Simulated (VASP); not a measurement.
# AlGa3N4 (Cmm2) in VASP: a series of runs

The runs below take AlGa3N4 through single point, with PBEsol.

Everything below comes from runs of VASP 6.6.1. Logs are shortened: lines on timing, memory, paths and dates and some standing lists are left out, and cuts for length are marked.

## Step 1: The cell of the first run

The structure is orthorhombic, space group Cmm2 (No. 35). The conventional cell has a = 6.318 Å, b = 6.318 Å, c = 9.185 Å, α = 90.00°, β = 90.00°, γ = 90.00°. Al (site symmetry mm2) has 4 N at 1.90 Å within 2.5 Å. Within 2.5 Å of Al (site symmetry mm2) lie 4 N at 1.90 Å. Within 2.6 Å of Ga (site symmetry 2) lie 4 N at 1.95 to 2.10 Å. Within 2.6 Å of Ga (site symmetry 2) lie 4 N at 1.95 Å. Ga (site symmetry mm2) has 4 N at 1.95 Å within 2.6 Å. Within 2.6 Å of Ga (site symmetry mm2) lie 4 N at 1.95 Å. Within 2.5 Å of N (site symmetry m) lie 1 Al at 1.90 Å and 3 Ga at 1.95 Å. N (site symmetry m) has 1 Al at 1.90 Å and 3 Ga at 1.95 Å within 2.5 Å.

## Step 2: Single point, PBEsol (the distance across one plane changed)

Input file INCAR:

```
  PREC = Accurate
  ENCUT = 520
  EDIFF = 1E-7
  ISMEAR = 0
  SIGMA = 0.05
  LREAL = Auto
  LASPH = True
  NELM = 60
  ALGO = Normal
  ISIF = 2
  LWAVE = False
  LCHARG = False
  GGA = PS
  NBANDS = 76
```

Input file KPOINTS:

```
regular mesh
0
Gamma
  6 6 3
```

Input file POSCAR:

```
AlGa3N4
1.0
    0.0000000000     -4.4676279353      0.0000000000
    0.0000000000      0.0000000000     -4.4676279353
    9.1852558707      0.0000000000      0.0000000000
Al Ga N
2 6 8
Direct
    1.0000000000      1.0000000000      0.7916017329
    1.0000000000      1.0000000000      0.3052104992
    0.5000000000      1.0000000000      0.0620148823
    0.5000000000      1.0000000000      0.5484061161
    1.0000000000      0.5000000000      0.0620148823
    1.0000000000      0.5000000000      0.5484061161
    0.5000000000      0.5000000000      0.7916017329
    0.5000000000      0.5000000000      0.3052104992
    0.2449690796      0.7550309204      0.1860596863
    0.2449690796      0.7550309204      0.6724509201
    0.7550309204      0.2449690796      0.1860596863
    0.7550309204      0.2449690796      0.6724509201
    0.2449690796      0.2449690796      0.9107525458
    0.2449690796      0.2449690796      0.4243613120
    0.7550309204      0.7550309204      0.9107525458
    0.7550309204      0.7550309204      0.4243613120
```

Potentials or basis: VASP PAW PBE potentials, release 64 (Al, Ga_d, N).

Run with:

```console
$ cat potpaw_PBE.64/Al/POTCAR potpaw_PBE.64/Ga_d/POTCAR potpaw_PBE.64/N/POTCAR > POTCAR
$ mpirun -np 1 vasp_std > vasp.out
```

OUTCAR:

```text
PREC = Accurate
   ENCUT = 520
   EDIFF = 1E-7
   ISMEAR = 0
   LREAL = Auto
   LASPH = True
   NELM = 60
   ISIF = 2
   GGA = PS

 ion  position               nearest neighbor table
   1  0.000  0.000  0.792-  10 1.90  12 1.90  13 1.90  15 1.90
   2  0.000  0.000  0.305-  14 1.90  16 1.90   9 1.90  11 1.90
   3  0.500  0.000  0.062-   9 1.95  11 1.95  13 2.10  15 2.10
   4  0.500  0.000  0.548-  10 1.95  12 1.95  14 1.95  16 1.95
   5  0.000  0.500  0.062-   9 1.95  11 1.95  13 2.10  15 2.10
   6  0.000  0.500  0.548-  10 1.95  12 1.95  14 1.95  16 1.95
[... 8 lines left out ...]
  15  0.755  0.755  0.911-   1 1.90   7 1.95   5 2.10   3 2.10
  16  0.755  0.755  0.424-   2 1.90   8 1.95   6 1.95   4 1.95

  LATTYP: Found a simple tetragonal cell.
 ALAT       =     4.4676279353
 C/A-ratio  =     2.0559581066

  Lattice vectors:

 A1 = (   0.0000000000,  -4.4676279353,   0.0000000000)
 A2 = (   0.0000000000,   0.0000000000,  -4.4676279353)
 A3 = (   9.1852558707,   0.0000000000,   0.0000000000)

Analysis of symmetry for initial positions (statically):
=====================================================================
 Subroutine PRICEL returns:
 Original cell was already a primitive cell.

 Routine SETGRP: Setting up the symmetry group for a
 simple tetragonal supercell.

 Subroutine GETGRP returns: Found  4 space group operations
 (whereof  4 operations were pure point group operations)
 out of a pool of 16 trial point group operations.

The static configuration has the point symmetry C_2v.

Analysis of symmetry for dynamics (positions and initial velocities):
=====================================================================
 Subroutine PRICEL returns:
 Original cell was already a primitive cell.

 Routine SETGRP: Setting up the symmetry group for a
 simple tetragonal supercell.

 Subroutine GETGRP returns: Found  4 space group operations
 (whereof  4 operations were pure point group operations)
 out of a pool of 16 trial point group operations.

The dynamic configuration has the point symmetry C_2v.

 Subroutine INISYM returns: Found  4 space group operations
 (whereof  4 operations are pure point group operations),
 and found     1 'primitive' translations

----------------------------------------------------------------------------------------

                                     Primitive cell

  volume of cell :     183.3349

  direct lattice vectors                    reciprocal lattice vectors
     0.000000000 -4.467627935  0.000000000     0.000000000 -0.223832426  0.000000000
     0.000000000  0.000000000 -4.467627935     0.000000000  0.000000000 -0.223832426
     9.185255871  0.000000000  0.000000000     0.108870130  0.000000000  0.000000000

  length of vectors
     4.467627935  4.467627935  9.185255871     0.223832426  0.223832426  0.108870130

  position of ions in fractional coordinates (direct lattice)
     0.000000000  0.000000000  0.791601733
     0.000000000  0.000000000  0.305210499
     0.500000000  0.000000000  0.062014882
     0.500000000  0.000000000  0.548406116
     0.000000000  0.500000000  0.062014882
     0.000000000  0.500000000  0.548406116
[... 8 lines left out ...]
     0.755030920  0.755030920  0.910752546
     0.755030920  0.755030920  0.424361312

  ion indices of the primitive-cell ions
   primitive index   ion index
                 1           1
                 2           2
                 3           3
                 4           4
                 5           5
                 6           6
[... 8 lines left out ...]
                15          15
                16          16

----------------------------------------------------------------------------------------

 KPOINTS: regular mesh

Automatic generation of k-mesh.
 Grid dimensions read from file:
 generate k-points for:    6    6    3

 Generating k-lattice:

  Cartesian coordinates                     Fractional coordinates (reciprocal lattice)
     0.000000000 -0.037305404  0.000000000     0.166666667  0.000000000  0.000000000
     0.000000000  0.000000000 -0.037305404     0.000000000  0.166666667  0.000000000
     0.036290043  0.000000000  0.000000000     0.000000000  0.000000000  0.333333333

  Length of vectors
     0.037305404  0.037305404  0.036290043

  Shift w.r.t. Gamma in fractional coordinates (k-lattice)
     0.000000000  0.000000000  0.000000000

 Subroutine IBZKPT returns following result:
 ===========================================

 Found     26 irreducible k-points:

 Following reciprocal coordinates:
            Coordinates               Weight
  0.000000  0.000000  0.000000      1.000000
  0.166667  0.000000  0.000000      4.000000
  0.333333  0.000000  0.000000      4.000000
  0.500000  0.000000  0.000000      2.000000
  0.166667  0.166667  0.000000      2.000000
 -0.166667  0.166667  0.000000      2.000000
[... 16 lines left out ...]
  0.333333  0.333333  0.333333      4.000000
 -0.333333  0.333333  0.333333      4.000000
 [... further k-points ...]
   k-points           NKPTS =     26   k-points in BZ     NKDIM =     26   number of bands    NBANDS=     76
   number of dos      NEDOS =    301   number of ions     NIONS =     16
   total plane-waves  NPLWV =  90720
   dimension x,y,z NGX =    36 NGY =   36 NGZ =   70
   dimension x,y,z NGXF=    72 NGYF=   72 NGZF=  140
   ions per type =               2   6   8
   NGX,Y,Z   is equivalent  to a cutoff of  13.40, 13.40, 12.67 a.u.
   NGXF,Y,Z  is equivalent  to a cutoff of  26.79, 26.79, 25.34 a.u.
 SYSTEM =  unknown system
   PREC   = accura    normal or accurate (medium, high low for compatibility)
   ISTART =      0    job   : 0-new  1-cont  2-samecut
   ICHARG =      2    charge: 1-file 2-atom 10-const
   ISPIN  =      1    spin polarized calculation?
   LNONCOLLINEAR =      F non collinear calculations
   LSORBIT =      F    spin-orbit coupling
   LASPH  =      T    aspherical Exc in radial PAW
   ENCUT  =  520.0 eV  38.22 Ry    6.18 a.u.   8.31  8.31 17.08*2*pi/ulx,y,z
   NELM   =     60;   NELMIN=  2; NELMDL= -5     # of ELM steps
   EDIFF  = 0.1E-06   stopping-criterion for ELM
   LREAL  =      T    real-space projection
   EDIFFG = 0.1E-05   stopping-criterion for IOM
   NSW    =      0    number of steps for IOM
   IBRION =     -1    ionic relax: 0-MD 1-quasi-New 2-CG
   NFREE  =      0    steps in history (QN), initial steepest desc. (CG)
   ISIF   =      2    stress and relaxation
   ISYM   =      2    0-nonsym 1-usesym 2-fastsym
   POTIM  = 0.5000    time-step for ionic-motion
   TEBEG  =    0.0;   TEEND  =   0.0 temperature during run
   PSTRESS=    0.0 pullay stress
   NELECT =     124.0000    total number of electrons
   NUPDOWN=      -1.0000    fix difference up-down
   EMIN   =  10.00;   EMAX   =-10.00  energy-range for DOS
   EFERMI =   0.00;   METHOD = LEGACY
   ISMEAR =     0;   SIGMA  =   0.05  broadening in eV -4-tet -1-fermi 0-gaus
   EFERMI_NEDOS =   21; number of points for ismear=-14 and -15
   IALGO  =     38    algorithm
   IMIX   =      4    mixing-type and parameters
     AMIX     =   0.40;   BMIX     =  1.00
     AMIX_MAG =   1.60;   BMIX_MAG =  1.00
  volume/ion in A,a.u.               =      11.46        77.33
  Fermi-wavevector in a.u.,A,eV,Ry     =   1.437034  2.715600 28.096929  2.065066
  Thomas-Fermi vector in A             =   2.556156
   LORBIT       =      0    0 simple, 1 ext, 2 COOP (PROOUT), +10 PAW based schemes
   GGA     = PS    functional components
   LHFCALC =     F    Hartree Fock is set to
   AEXX    =    0.0000 exact exchange contribution
   IVDW    =     0    specifies the selected vdW correction
   LEPSILON=     F    determine dielectric tensor
   LRPA    =     F    only Hartree local field effects (RPA)
 non-spin polarized calculation
 Gauss-broadening in eV      SIGMA  =   0.05
  energy-cutoff  :      520.00
  volume of cell :      183.33
 maximum number of plane-waves:      4962
 NGX is ok and might be reduce to    36
   NGX = 17   NGY = 17   NGZ = 35

 number of electron     123.9999960 magnetization

 Free energy of the ion-electron system (eV)
  ---------------------------------------------------
  ext. energy  EPLUGINS =         0.00000000
  ---------------------------------------------------
  free energy    TOTEN  =      -109.22666987 eV

  energy without entropy =     -109.22666987  energy(sigma->0) =     -109.22666987

 E-fermi :   5.6005     XC(G=0): -11.6023

 val. band max:        5.3603941146   @ k =   0.1667   0.1667   0.0000
 cond. band min:       7.0488705828   @ k =   0.0000   0.0000   0.0000
 fundamental gap:      1.6884764682
 Fermi energy:         5.6004670212

 k-point     1 :       0.0000    0.0000    0.0000
  band No.  band energies     occupation
      1     -10.6582      2.00000
      2      -9.9563      2.00000
      3      -9.6694      2.00000
      4      -9.6384      2.00000
      5      -9.4716      2.00000
      6      -9.2492      2.00000
[... 66 lines left out ...]
     73      12.3976      0.00000
     74      12.8508      0.00000

 k-point     2 :       0.1667    0.0000    0.0000
  band No.  band energies     occupation
      1     -10.5579      2.00000
      2      -9.9068      2.00000
      3      -9.6931      2.00000
      4      -9.6138      2.00000
      5      -9.4904      2.00000
      6      -9.2681      2.00000
[... 66 lines left out ...]
     73      12.5819      0.00000
     74      12.8034      0.00000

 k-point     3 :       0.3333    0.0000    0.0000
  band No.  band energies     occupation
      1     -10.2990      2.00000
      2      -9.7913      2.00000
      3      -9.7714      2.00000
      4      -9.5594      2.00000
      5      -9.5394      2.00000
      6      -9.3293      2.00000
[... 1606 lines left out ...]
     73      12.7492      0.00000
     74      12.8524      0.00000

 k-point    24 :      -0.3333    0.3333    0.3333
  band No.  band energies     occupation
      1     -10.0730      2.00000
      2      -9.8384      2.00000
      3      -9.7122      2.00000
      4      -9.5852      2.00000
      5      -9.5021      2.00000
      6      -9.4018      2.00000
[... 66 lines left out ...]
     73      12.5724      0.00000
     74      12.6321      0.00000

 [... further k-points ...]

 [bands above 74 left out]

------------------------ aborting loop because EDIFF is reached ----------------------------------------

  FORCE on cell =-STRESS in cart. coord.  units (eV):
  Direction    XX          YY          ZZ          XY          YZ          ZX
  --------------------------------------------------------------------------------------
  -------------------------------------------------------------------------------------
  Total       -8.8754057     -2.8323714     -2.8323714      0.0000000      0.9437842      0.0000000
  in kB      -77.5628109    -24.7522981    -24.7522981      0.0000000      8.2477983      0.0000000
  external PRESSURE =     -42.3558024 kB  Pullay stress =       0.0000000 kB

 VOLUME and BASIS-vectors are now :
 -----------------------------------------------------------------------------
  energy-cutoff  :      520.00
  volume of cell :      183.33
      direct lattice vectors                 reciprocal lattice vectors
     0.000000000 -4.467627935  0.000000000     0.000000000 -0.223832426  0.000000000
     0.000000000  0.000000000 -4.467627935     0.000000000  0.000000000 -0.223832426
     9.185255871  0.000000000  0.000000000     0.108870130  0.000000000  0.000000000

 POSITION                                       TOTAL-FORCE (eV/Angst)
 -----------------------------------------------------------------------------------
      7.27106      0.00000      0.00000         0.786077      0.000000      0.000000
      2.80344      0.00000      0.00000         0.269529      0.000000      0.000000
      0.56962     -2.23381      0.00000        -2.454033      0.000000      0.000000
      5.03725     -2.23381      0.00000         0.283122      0.000000      0.000000
      0.56962      0.00000     -2.23381        -2.454033      0.000000      0.000000
      5.03725      0.00000     -2.23381         0.283122      0.000000      0.000000
[... 8 lines left out ...]
      8.36550     -3.37320     -3.37320         2.041345      0.029074      0.029074
      3.89787     -3.37320     -3.37320        -0.296619      0.012127      0.012127
 -----------------------------------------------------------------------------------
    total drift:                               -0.003055     -0.000000     -0.000000

  FREE ENERGIE OF THE ION-ELECTRON SYSTEM (eV)
  ---------------------------------------------------
  free  energy   TOTEN  =      -109.2266698735 eV

  energy  without entropy=     -109.2266698735  energy(sigma->0) =     -109.22666987
```

Run time: 16 min. Hardware: 1 thread of Oxide Virtual Turin-like, shared host; peak memory 0.39 GiB.

What came out:

| Property | Result |
| --- | --- |
| Free energy | -109.2267 eV |
| Pressure | -4.2 GPa |
| Largest force | 2.454 eV/Å |
| Band gap on the k mesh | 1.69 eV |

Forces on the atoms (eV/Å):
```
Al   0.786  0.000  0.000
Al   0.270  0.000  0.000
Ga  -2.454  0.000  0.000
Ga   0.283  0.000  0.000
Ga  -2.454  0.000  0.000
Ga   0.283  0.000  0.000
Ga   0.808  0.000  0.000
Ga   0.313  0.000  0.000
N   -0.329  0.015 -0.015
N   -0.333 -0.004  0.004
N   -0.329 -0.015  0.015
N   -0.333  0.004 -0.004
N    2.041 -0.029 -0.029
N   -0.297 -0.012 -0.012
N    2.041  0.029  0.029
N   -0.297  0.012  0.012
```

Caveat: the cell differs from its parent crystal (the distance across one plane changed); the stress differs along the axes, from -8 to -2 GPa; the PAW data sets were made with another functional, which shifts forces and pressure a little.

## Step 3: Single point, PBEsol (the distance across one plane changed)

Input file INCAR:

```
SYSTEM = AlGa3N4
PREC = Accurate
ENCUT = 520
EDIFF = 1E-6
ISMEAR = 0
SIGMA = 0.05
LREAL = Auto
LASPH = .True.
NELM = 80
ALGO = Normal
ISIF = 2
LWAVE = .False.
LCHARG = .False.
GGA = PS
NBANDS = 76
```

Input file KPOINTS:

```
Automatic mesh
0
Gamma
  6 6 3
  0 0 0
```

Input file POSCAR:

```
AlGa3N4
1.0
    0.0000000000     -4.4676279353      0.0000000000
    0.0000000000      0.0000000000     -4.4676279353
    9.4352558707      0.0000000000      0.0000000000
Al Ga N
2 6 8
Direct
    1.0000000000      1.0000000000      0.7706271631
    1.0000000000      1.0000000000      0.2971235299
    0.5000000000      1.0000000000      0.0603717132
    0.5000000000      1.0000000000      0.5338753465
    1.0000000000      0.5000000000      0.0603717132
    1.0000000000      0.5000000000      0.5338753465
    0.5000000000      0.5000000000      0.7706271631
    0.5000000000      0.5000000000      0.2971235299
    0.2449690796      0.7550309204      0.1811297806
    0.2449690796      0.7550309204      0.6546334139
    0.7550309204      0.2449690796      0.1811297806
    0.7550309204      0.2449690796      0.6546334139
    0.2449690796      0.2449690796      0.8866209123
    0.2449690796      0.2449690796      0.4131172791
    0.7550309204      0.7550309204      0.8866209123
    0.7550309204      0.7550309204      0.4131172791
```

Potentials or basis: VASP PAW PBE potentials, release 64 (Al, Ga_d, N).

Run with:

```console
$ cat potpaw_PBE.64/Al/POTCAR potpaw_PBE.64/Ga_d/POTCAR potpaw_PBE.64/N/POTCAR > POTCAR
$ mpirun -np 1 vasp_std > vasp.out
```

Wall time 11 min (1 thread of Oxide Virtual Turin-like, shared host); peak memory 0.39 GiB.

It converged, with:

```yaml
Free_energy: -107.4959 eV
Pressure: -6.1 GPa
Largest_force: 3.803 eV/Å
Band_gap_on_the_k_mesh: 0.43 eV (least direct gap 0.67 eV)
```

Forces on the atoms (eV/Å):
```
Al   1.519  0.000  0.000
Al   0.528  0.000  0.000
Ga  -3.803  0.000  0.000
Ga   0.520  0.000  0.000
Ga  -3.803  0.000  0.000
Ga   0.520  0.000  0.000
Ga   1.559  0.000  0.000
Ga   0.571  0.000  0.000
N   -0.536  0.033 -0.033
N   -0.633  0.000  0.000
N   -0.536 -0.033  0.033
N   -0.633  0.000  0.000
N    2.920 -0.042 -0.042
N   -0.557 -0.018 -0.018
N    2.920  0.042  0.042
N   -0.557  0.018  0.018
```

Stress tensor (GPa, compression positive):
```
-13.46   0.00   0.00
  0.00  -2.35   0.32
  0.00   0.32  -2.35
```

Levels at points of the mesh, in eV from the valence-band top:
```
           k point  band 58  band 59  band 60  band 61  band 62  band 63  band 64  band 65  band 66  band 67
(0.00, 0.00, 0.00)    -2.09    -1.89    -1.43    -0.94    -0.24     0.43     1.09     2.23     2.49     3.25
(0.50, 0.00, 0.00)    -2.22    -2.14    -2.11    -1.41    -1.36     2.62     2.75     4.34     4.38     4.54
(0.50, 0.50, 0.00)    -1.90    -1.77    -1.75    -1.03     0.00     2.52     2.61     3.00     3.74     4.83
```

Caveat: the cell differs from its parent crystal (the distance across one plane changed); the stress differs along the axes, from -13 to -2 GPa; semilocal functionals underestimate gaps, and a narrow one can read as zero; the PAW data sets were made with another functional, which shifts forces and pressure a little.
